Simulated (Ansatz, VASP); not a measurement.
**InP in VASP and in Ansatz**

```xyz
2
Lattice="0.0000 2.7454 2.7454 2.7454 0.0000 2.7454 2.7454 2.7454 0.0000" Properties=species:S:1:pos:R:3 pbc="T T T"
In    0.0000    0.0000    0.0000
P     2.7454    2.7454    2.7454
```

Alike in both runs: task single point; functional HSE06; k mesh 4 × 4 × 4; no spin polarisation.

|  | VASP | Ansatz |
| --- | --- | --- |
| version | VASP 6.6.1 | Ansatz 0.2.0 |
| potentials or method | VASP PAW PBE potentials, release 64 (In_d, P) | plane waves |
| plane-wave cutoff (eV) | 520 | 420 |
| occupations | methfessel-paxton of order 1, width 0.001 eV | cold, width 0.001 eV |
| valence electrons in the cell | 18 | 18 |

|  | VASP | Ansatz | Ansatz less VASP |
| --- | --- | --- | --- |
| pressure (GPa) | -0.4 | -0.4 | +0.06 |

Ansatz's warnings: filled band counts differ across k points, stress exchange threshold loose, stress scf threshold loose.

The k mesh is coarse, so the values compare programs but aren't converged.
